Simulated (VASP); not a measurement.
# B6As (R-3m) in VASP: further runs, part 3 of 3

VASP 6.6.1.

### 5 Single point, r2SCAN (volume scaled by 1.03, then relaxed in part)

POSCAR

```
B6As
1.0
    3.0936558394      1.7861230317      4.0117924396
   -3.0936558394      1.7861230317      4.0117924396
    0.0000000000     -3.5722460633      4.0117924396
B As
12 2
Direct
    0.0144285325      0.0144285325      0.3247022418
    0.0144285325      0.3247022418      0.0144285325
    0.8220348108      0.2722806124      0.8220348108
    0.8220348108      0.8220348108      0.2722806124
    0.2722806124      0.8220348108      0.8220348108
    0.7277193876      0.1779651892      0.1779651892
    0.1779651892      0.7277193876      0.1779651892
    0.1779651892      0.1779651892      0.7277193876
    0.9855714675      0.6752977582      0.9855714675
    0.9855714675      0.9855714675      0.6752977582
    0.6752977582      0.9855714675      0.9855714675
    0.3247022418      0.0144285325      0.0144285325
    0.6001964396      0.6001964396      0.6001964396
    0.3998035604      0.3998035604      0.3998035604
```

INCAR.step1

```
SYSTEM = B6As
PREC = Accurate ; ENCUT = 520
ISMEAR = 0 ; SIGMA = 0.02
LREAL = .FALSE. ; LASPH = .TRUE.
NELM = 100 ; NBANDS = 36
GGA = PE ; ALGO = Normal
EDIFF = 1E-4 ; LWAVE = .TRUE.
LCHARG = .FALSE.
```

INCAR.step2

```
SYSTEM = B6As
PREC = Accurate ; ENCUT = 520
EDIFF = 1E-7 ; ISMEAR = 0
SIGMA = 0.02 ; LREAL = .FALSE.
LASPH = .TRUE. ; NELM = 100
ALGO = Normal ; ISIF = 2
LWAVE = .FALSE. ; LCHARG = .FALSE.
METAGGA = R2SCAN ; LMIXTAU = .TRUE.
NBANDS = 36 ; ISTART = 1
```

KPOINTS

```
Automatic mesh
0
G
  6 6 6
  0 0 0
```

Launch:

```
> cat potpaw_PBE.64/B/POTCAR potpaw_PBE.64/As/POTCAR > POTCAR
> cp INCAR.step1 INCAR
> mpirun -np 1 vasp_std > vasp.out
> cp INCAR.step2 INCAR
> mpirun -np 1 vasp_std > vasp.out
```

Run time: 6.3 min. Hardware: 1 thread of Intel Xeon 6975P-C (Granite Rapids), shared host; peak memory 0.32 GiB.

Results (log left out):

```
Free energy            : -120.4128 eV
Pressure               : -5.1 GPa
Largest force          : 0.014 eV/Å
Band gap on the k mesh : 2.77 eV, direct
```

Forces in eV/Å, atoms in the order of the input:
```
B    0.000 -0.003  0.013
B   -0.003  0.002  0.013
B    0.001 -0.001  0.000
B    0.000  0.001  0.000
B   -0.001 -0.001  0.000
B    0.001  0.001  0.000
B   -0.001  0.001  0.000
B    0.000 -0.001  0.000
B    0.003 -0.002 -0.013
B    0.000  0.003 -0.013
B   -0.003 -0.002 -0.013
B    0.003  0.002  0.013
As   0.000  0.000  0.006
As   0.000  0.000 -0.006
```

Levels at points of the mesh, in eV from the valence-band top:
| k point | band 19 | band 20 | band 21 | band 22 | band 23 | band 24 | band 25 | band 26 | band 27 | band 28 |
| --- | --- | --- | --- | --- | --- | --- | --- | --- | --- | --- |
| (0.00, 0.00, 0.00) | -1.32 | -0.24 | -0.24 | -0.11 | -0.11 | 4.68 | 5.04 | 5.04 | 5.13 | 6.11 |
| (0.50, 0.00, 0.00) | -1.58 | -1.40 | -1.40 | -1.14 | -0.14 | 2.84 | 4.41 | 4.95 | 5.34 | 5.72 |
| (0.50, 0.50, 0.00) | -1.99 | -1.64 | -1.02 | -0.73 | -0.31 | 3.67 | 4.59 | 5.01 | 5.34 | 5.42 |
| (0.50, 0.50, 0.50) | -0.85 | -0.85 | -0.84 | -0.84 | 0.00 | 2.77 | 3.88 | 3.99 | 4.87 | 4.87 |

Caveat: the PAW data sets were made with another functional, which shifts forces and pressure a little.

### 6 Single point, r2SCAN (volume scaled by 1.06, then relaxed in part)

POSCAR

```
B6As
1.0
    3.1210320044      1.8019286679      4.0565295865
   -3.1210320044      1.8019286679      4.0565295865
    0.0000000000     -3.6038573358      4.0565295865
B As
12 2
Direct
    0.0138243007      0.0138243007      0.3244266211
    0.0138243007      0.3244266211      0.0138243007
    0.8223628413      0.2717414177      0.8223628413
    0.8223628413      0.8223628413      0.2717414177
    0.2717414177      0.8223628413      0.8223628413
    0.7282585823      0.1776371587      0.1776371587
    0.1776371587      0.7282585823      0.1776371587
    0.1776371587      0.1776371587      0.7282585823
    0.9861756993      0.6755733789      0.9861756993
    0.9861756993      0.9861756993      0.6755733789
    0.6755733789      0.9861756993      0.9861756993
    0.3244266211      0.0138243007      0.0138243007
    0.6000495810      0.6000495810      0.6000495810
    0.3999504190      0.3999504190      0.3999504190
```

INCAR.step1

```
ALGO = Normal
EDIFF = 1E-4
ENCUT = 520
GGA = PE
ISMEAR = 0
LASPH = True
LCHARG = False
LREAL = False
LWAVE = True
NBANDS = 36
NELM = 60
PREC = Accurate
SIGMA = 0.02
```

INCAR.step2

```
ALGO = Normal
EDIFF = 1E-6
ENCUT = 520
ISIF = 2
ISMEAR = 0
ISTART = 1
LASPH = True
LCHARG = False
LMIXTAU = True
LREAL = False
LWAVE = False
METAGGA = R2SCAN
NBANDS = 36
NELM = 60
PREC = Accurate
SIGMA = 0.02
```

KPOINTS

```
k-points
0
Gamma
  6 6 6
```

Potentials or basis: VASP PAW PBE potentials, release 64 (B, As).

Launch:

```
> cat potpaw_PBE.64/B/POTCAR potpaw_PBE.64/As/POTCAR > POTCAR
> cp INCAR.step1 INCAR
> mpirun -np 1 vasp_std > vasp.out
> cp INCAR.step2 INCAR
> mpirun -np 1 vasp_std > vasp.out
```

Wall time 5.4 min (1 thread of Intel Xeon 6975P-C (Granite Rapids), shared host); peak memory 0.32 GiB.

It converged, with:

| Quantity | Value |
| --- | --- |
| Free energy | -120.2334 eV |
| Pressure | -9.8 GPa |
| Largest force | 0.011 eV/Å |
| Band gap on the k mesh | 2.57 eV, direct |

Forces in eV/Å, atoms in the order of the input:
```
B    0.000 -0.001  0.011
B   -0.001  0.001  0.011
B   -0.002  0.001  0.000
B    0.000 -0.002  0.000
B    0.002  0.001  0.000
B   -0.002 -0.001  0.000
B    0.002 -0.001  0.000
B    0.000  0.002  0.000
B    0.001 -0.001 -0.011
B    0.000  0.001 -0.011
B   -0.001 -0.001 -0.011
B    0.001  0.001  0.011
As   0.000  0.000  0.005
As   0.000  0.000 -0.005
```

Levels at points of the mesh, in eV from the valence-band top:
```
           k point  band 20  band 21  band 22  band 23  band 24  band 25  band 26  band 27
(0.00, 0.00, 0.00)    -0.26    -0.26    -0.13    -0.13     4.57     4.97     5.00     5.00
(0.50, 0.00, 0.00)    -1.40    -1.39    -1.10    -0.17     2.80     4.34     4.95     5.23
(0.50, 0.50, 0.00)    -1.62    -1.01    -0.74    -0.32     3.65     4.41     4.95     5.27
(0.50, 0.50, 0.50)    -0.85    -0.85    -0.85     0.00     2.57     3.80     3.95     4.83
```

Caveat: the PAW data sets were made with another functional, which shifts forces and pressure a little. A k mesh can miss the band edges.

### 7 The runs side by side

| cell | gap on the mesh (eV) | pressure (GPa) | largest force (eV/Å) |
| --- | --- | --- | --- |
| a = 5.497 Å, angles 70.1°, 14 atoms | 2.32 | -15.0 | 0.01 |
| a = 5.316 Å, angles 70.5°, 14 atoms | 2.88 | 0.3 | 0.02 |
| a = 5.372 Å, angles 70.3°, 14 atoms | 2.77 | -5.1 | 0.01 |
| a = 5.426 Å, angles 70.2°, 14 atoms | 2.57 | -9.8 | 0.01 |

Alike in all rows: task single point; level r2SCAN; potentials or basis VASP PAW PBE potentials, release 64 (B, As); no spin polarisation; k mesh 6 × 6 × 6; cutoff (eV) 520; smearing gaussian 0.02 eV.

Caveats: the PAW data sets were made with another functional, which shifts forces and pressure a little.

Absolute energies hang on the potentials; compare differences alone.
